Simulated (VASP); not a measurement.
# CuCl2 (Fm-3m) in VASP: single point with LDA

Aim: the single point of CuCl2 with LDA.

All numbers are computed with VASP 6.6.1; they aren't measurements. Logs are shortened: lines on timing, memory, paths and dates and some standing lists are left out, and cuts for length are marked.

## 1. The cell of the first run

It takes space group Fm-3m (No. 225, cubic). Conventional cell: a = 6.088 Å, b = 6.088 Å, c = 6.088 Å, α = 90.00°, β = 90.00°, γ = 90.00°. Cu (site symmetry m-3m) has 8 Cl at 2.64 Å within 3.5 Å. Within 3.5 Å of Cl (site symmetry -43m) lie 4 Cu at 2.64 Å and 6 Cl at 3.04 Å.

## 2. Single point, LDA, collinear spin, zero start

The input, INCAR:

```
PREC     = Accurate       # precision mode
ENCUT    = 520            # plane-wave cutoff, eV
EDIFF    = 1E-6           # SCF threshold, eV
ISMEAR   = 0              # smearing method
SIGMA    = 0.05           # smearing width, eV
LREAL    = False          # projectors in reciprocal space
LASPH    = True           # aspherical terms in the spheres
NELM     = 150            # most SCF steps
ALGO     = Normal         # electronic algorithm
ISIF     = 2              # what is computed and relaxed
LWAVE    = False          # write WAVECAR
LCHARG   = False          # write CHGCAR
ISPIN    = 2              # spin polarisation
MAGMOM   = 0 0 0          # initial moments
LORBIT   = 11             # projections on sites
LMAXMIX  = 4              # l up to which the mixer works
NBANDS   = 24             # bands
```

The input, KPOINTS:

```
Automatic mesh
0
Gamma
  5 5 5
```

The input, POSCAR:

```
CuCl2
1.0
    0.0000000000      3.0438866400      3.0438866400
    3.0438866400      0.0000000000      3.0438866400
    3.0438866400      3.0438866400      0.0000000000
Cu Cl
1 2
Direct
    0.0000000000      0.0000000000      0.0000000000
    0.2500000000      0.2500000000      0.2500000000
    0.7500000000      0.7500000000      0.7500000000
```

Potentials or basis: VASP PAW LDA potentials, release 64 (Cu, Cl).

On the command line:

```sh
$ cat potpaw_LDA.64/Cu/POTCAR potpaw_LDA.64/Cl/POTCAR > POTCAR
$ mpirun -np 1 vasp_std > vasp.out
```

OUTCAR:

```text
PREC = Accurate
   ENCUT = 520
   EDIFF = 1E-6
   ISMEAR = 0
   LREAL = False
   LASPH = True
   NELM = 150
   ISIF = 2
   ISPIN = 2
   LORBIT = 11

 ion  position               nearest neighbor table
   1  0.000  0.000  0.000-   3 2.64   3 2.64   3 2.64   2 2.64   3 2.64   2 2.64   2 2.64   2 2.64

   2  0.250  0.250  0.250-   1 2.64   1 2.64   1 2.64   1 2.64
   3  0.750  0.750  0.750-   1 2.64   1 2.64   1 2.64   1 2.64

  LATTYP: Found a face centered cubic cell.
 ALAT       =     6.0877732800

  Lattice vectors:

 A1 = (   0.0000000000,   3.0438866400,   3.0438866400)
 A2 = (   3.0438866400,   0.0000000000,   3.0438866400)
 A3 = (   3.0438866400,   3.0438866400,   0.0000000000)

Analysis of symmetry for initial positions (statically):
=====================================================================
 Subroutine PRICEL returns:
 Original cell was already a primitive cell.

 Routine SETGRP: Setting up the symmetry group for a
 face centered cubic supercell.

 Subroutine GETGRP returns: Found 48 space group operations
 (whereof 48 operations were pure point group operations)
 out of a pool of 48 trial point group operations.

The static configuration has the point symmetry O_h .

Analysis of symmetry for dynamics (positions and initial velocities):
=====================================================================
 Subroutine PRICEL returns:
 Original cell was already a primitive cell.

 Routine SETGRP: Setting up the symmetry group for a
 face centered cubic supercell.

 Subroutine GETGRP returns: Found 48 space group operations
 (whereof 48 operations were pure point group operations)
 out of a pool of 48 trial point group operations.

The dynamic configuration has the point symmetry O_h .

Analysis of structural, dynamic, and magnetic symmetry:
=====================================================================
 Subroutine PRICEL returns:
 Original cell was already a primitive cell.

 Routine SETGRP: Setting up the symmetry group for a
 face centered cubic supercell.

 Subroutine GETGRP returns: Found 48 space group operations
 (whereof 48 operations were pure point group operations)
 out of a pool of 48 trial point group operations.

The overall configuration has the point symmetry O_h .

 Subroutine INISYM returns: Found 48 space group operations
 (whereof 48 operations are pure point group operations),
 and found     1 'primitive' translations

----------------------------------------------------------------------------------------

                                     Primitive cell

  volume of cell :      56.4047

  direct lattice vectors                    reciprocal lattice vectors
     0.000000000  3.043886640  3.043886640    -0.164263673  0.164263673  0.164263673
     3.043886640  0.000000000  3.043886640     0.164263673 -0.164263673  0.164263673
     3.043886640  3.043886640  0.000000000     0.164263673  0.164263673 -0.164263673

  length of vectors
     4.304705769  4.304705769  4.304705769     0.284513028  0.284513028  0.284513028

  position of ions in fractional coordinates (direct lattice)
     0.000000000  0.000000000  0.000000000
     0.250000000  0.250000000  0.250000000
     0.750000000  0.750000000  0.750000000

  ion indices of the primitive-cell ions
   primitive index   ion index
                 1           1
                 2           2
                 3           3

----------------------------------------------------------------------------------------

 KPOINTS: Automatic mesh

Automatic generation of k-mesh.
 Grid dimensions read from file:
 generate k-points for:    5    5    5

 Generating k-lattice:

  Cartesian coordinates                     Fractional coordinates (reciprocal lattice)
    -0.032852735  0.032852735  0.032852735     0.200000000  0.000000000  0.000000000
     0.032852735 -0.032852735  0.032852735     0.000000000  0.200000000  0.000000000
     0.032852735  0.032852735 -0.032852735     0.000000000  0.000000000  0.200000000

  Length of vectors
     0.056902606  0.056902606  0.056902606

  Shift w.r.t. Gamma in fractional coordinates (k-lattice)
     0.000000000  0.000000000  0.000000000

 Subroutine IBZKPT returns following result:
 ===========================================

 Found     10 irreducible k-points:

 Following reciprocal coordinates:
            Coordinates               Weight
  0.000000  0.000000  0.000000      1.000000
  0.200000  0.000000  0.000000      8.000000
  0.400000  0.000000  0.000000      8.000000
  0.200000  0.200000  0.000000      6.000000
  0.400000  0.200000  0.000000     24.000000
 -0.400000  0.200000  0.000000     24.000000
 -0.200000  0.200000  0.000000     12.000000
  0.400000  0.400000  0.000000      6.000000
 -0.400000  0.400000  0.000000     12.000000
 -0.400000  0.400000  0.200000     24.000000
   k-points           NKPTS =     10   k-points in BZ     NKDIM =     10   number of bands    NBANDS=     24
   number of dos      NEDOS =    301   number of ions     NIONS =      3
   total plane-waves  NPLWV =  32768
   dimension x,y,z NGX =    32 NGY =   32 NGZ =   32
   dimension x,y,z NGXF=    64 NGYF=   64 NGZF=   64
   ions per type =               1   2
   NGX,Y,Z   is equivalent  to a cutoff of  12.36, 12.36, 12.36 a.u.
   NGXF,Y,Z  is equivalent  to a cutoff of  24.72, 24.72, 24.72 a.u.
 SYSTEM =  unknown system
   PREC   = accura    normal or accurate (medium, high low for compatibility)
   ISTART =      0    job   : 0-new  1-cont  2-samecut
   ICHARG =      2    charge: 1-file 2-atom 10-const
   ISPIN  =      2    spin polarized calculation?
   LNONCOLLINEAR =      F non collinear calculations
   LSORBIT =      F    spin-orbit coupling
   LASPH  =      T    aspherical Exc in radial PAW
   ENCUT  =  520.0 eV  38.22 Ry    6.18 a.u.   8.00  8.00  8.00*2*pi/ulx,y,z
   NELM   =    150;   NELMIN=  2; NELMDL= -5     # of ELM steps
   EDIFF  = 0.1E-05   stopping-criterion for ELM
   LREAL  =      F    real-space projection
   EDIFFG = 0.1E-04   stopping-criterion for IOM
   NSW    =      0    number of steps for IOM
   IBRION =     -1    ionic relax: 0-MD 1-quasi-New 2-CG
   NFREE  =      0    steps in history (QN), initial steepest desc. (CG)
   ISIF   =      2    stress and relaxation
   ISYM   =      2    0-nonsym 1-usesym 2-fastsym
   POTIM  = 0.5000    time-step for ionic-motion
   TEBEG  =    0.0;   TEEND  =   0.0 temperature during run
   PSTRESS=    0.0 pullay stress
   NELECT =      25.0000    total number of electrons
   NUPDOWN=      -1.0000    fix difference up-down
   EMIN   =  10.00;   EMAX   =-10.00  energy-range for DOS
   EFERMI =   0.00;   METHOD = LEGACY
   ISMEAR =     0;   SIGMA  =   0.05  broadening in eV -4-tet -1-fermi 0-gaus
   EFERMI_NEDOS =   21; number of points for ismear=-14 and -15
   IALGO  =     38    algorithm
   IMIX   =      4    mixing-type and parameters
     AMIX     =   0.40;   BMIX     =  1.00
     AMIX_MAG =   1.60;   BMIX_MAG =  1.00
  volume/ion in A,a.u.               =      18.80       126.88
  Fermi-wavevector in a.u.,A,eV,Ry     =   1.248197  2.358750 21.197809  1.557995
  Thomas-Fermi vector in A             =   2.382294
   LORBIT       =     11    0 simple, 1 ext, 2 COOP (PROOUT), +10 PAW based schemes
   GGA     = CA    functional components
   LHFCALC =     F    Hartree Fock is set to
   AEXX    =    0.0000 exact exchange contribution
   IVDW    =     0    specifies the selected vdW correction
   LEPSILON=     F    determine dielectric tensor
   LRPA    =     F    only Hartree local field effects (RPA)
 spin polarized calculation
 Gauss-broadening in eV      SIGMA  =   0.05
  energy-cutoff  :      520.00
  volume of cell :       56.40
 maximum number of plane-waves:      1532
   NGX = 17   NGY = 17   NGZ = 17

 number of electron      25.0000008 magnetization      -0.0001545

 number of electron      25.0000006 magnetization       0.0000146

 Free energy of the ion-electron system (eV)
  ---------------------------------------------------
  ext. energy  EPLUGINS =         0.00000000
  ---------------------------------------------------
  free energy    TOTEN  =        -9.39304014 eV

  energy without entropy =       -9.39033359  energy(sigma->0) =       -9.39168687

 E-fermi :   2.9748     XC(G=0): -10.3209

 val. band max:        2.9278051082   @ k =   0.4000   0.2000   0.0000
 cond. band min:       3.1032517682   @ k =  -0.4000   0.4000   0.0000
 fundamental gap:      0.1754466600
 Fermi energy:         2.9748239466

 spin component 1

 k-point     1 :       0.0000    0.0000    0.0000
  band No.  band energies     occupation
      1     -12.6141      1.00000
      2     -10.1549      1.00000
      3      -1.1378      1.00000
      4      -1.1378      1.00000
      5      -1.1378      1.00000
      6       1.5913      1.00000
[... 16 lines left out ...]
     23      21.4504      0.00000
     24      21.4788      0.00000
[... 219 lines left out ...]
      1     -11.5374      1.00000
      2     -11.1416      1.00000
      3      -2.3267      1.00000
      4      -1.8217      1.00000
      5      -0.4582      1.00000
      6       0.2637      1.00000
[... 16 lines left out ...]
     23      18.5739      0.00000
     24      18.7092      0.00000
 Fermi energy:         2.9748239466

 spin component 2

 k-point     1 :       0.0000    0.0000    0.0000
  band No.  band energies     occupation
      1     -12.6141      1.00000
      2     -10.1549      1.00000
      3      -1.1378      1.00000
      4      -1.1378      1.00000
      5      -1.1378      1.00000
      6       1.5913      1.00000
[... 16 lines left out ...]
     23      21.4308      0.00000
     24      21.4788      0.00000
[... 220 lines left out ...]
      2     -11.1416      1.00000
      3      -2.3267      1.00000
      4      -1.8217      1.00000
      5      -0.4582      1.00000
      6       0.2637      1.00000
[... 16 lines left out ...]
     23      18.5739      0.00000
     24      18.7092      0.00000

------------------------ aborting loop because EDIFF is reached ----------------------------------------

  FORCE on cell =-STRESS in cart. coord.  units (eV):
  Direction    XX          YY          ZZ          XY          YZ          ZX
  --------------------------------------------------------------------------------------
  -------------------------------------------------------------------------------------
  Total       -1.6631254     -1.6631254     -1.6631254      0.0000000      0.0000000     -0.0000000
  in kB      -47.2411181    -47.2411181    -47.2411181      0.0000000      0.0000000     -0.0000000
  external PRESSURE =     -47.2411181 kB  Pullay stress =       0.0000000 kB

 VOLUME and BASIS-vectors are now :
 -----------------------------------------------------------------------------
  energy-cutoff  :      520.00
  volume of cell :       56.40
      direct lattice vectors                 reciprocal lattice vectors
     0.000000000  3.043886640  3.043886640    -0.164263673  0.164263673  0.164263673
     3.043886640  0.000000000  3.043886640     0.164263673 -0.164263673  0.164263673
     3.043886640  3.043886640  0.000000000     0.164263673  0.164263673 -0.164263673

 POSITION                                       TOTAL-FORCE (eV/Angst)
 -----------------------------------------------------------------------------------
      0.00000      0.00000      0.00000         0.000000      0.000000      0.000000
      1.52194      1.52194      1.52194         0.000000     -0.000000      0.000000
      4.56583      4.56583      4.56583        -0.000000      0.000000     -0.000000
 -----------------------------------------------------------------------------------
    total drift:                                0.000000     -0.000000      0.000000

  FREE ENERGIE OF THE ION-ELECTRON SYSTEM (eV)
  ---------------------------------------------------
  free  energy   TOTEN  =        -9.3930401391 eV

  energy  without entropy=       -9.3903335944  energy(sigma->0) =       -9.39168687

 total charge

# of ion       s       p       d       tot
------------------------------------------
    1        0.237   0.196   9.232   9.666
    2        1.618   3.396   0.000   5.014
    3        1.618   3.396   0.000   5.014
--------------------------------------------------
tot          3.474   6.989   9.232  19.694

 magnetization (x)

# of ion       s       p       d       tot
------------------------------------------
    1       -0.000  -0.000   0.000   0.000
    2        0.000   0.000   0.000   0.000
    3        0.000   0.000   0.000   0.000
--------------------------------------------------
tot          0.000   0.000   0.000   0.000
```

Run time: 20 s. Hardware: 1 thread of AMD EPYC 9R14 (Zen 4), shared host; peak memory 0.14 GiB.

What came out:

```
Free energy                                           : -9.3930 eV
Pressure                                              : -4.7 GPa
Net moment                                            : 0.00 μB per cell
Valence electrons inside the program's atomic spheres : Cu 9.67; Cl 5.01
```

Caveat: semilocal functionals often make such compounds metallic where correlation or magnetic order opens a gap, which also shifts bond lengths.
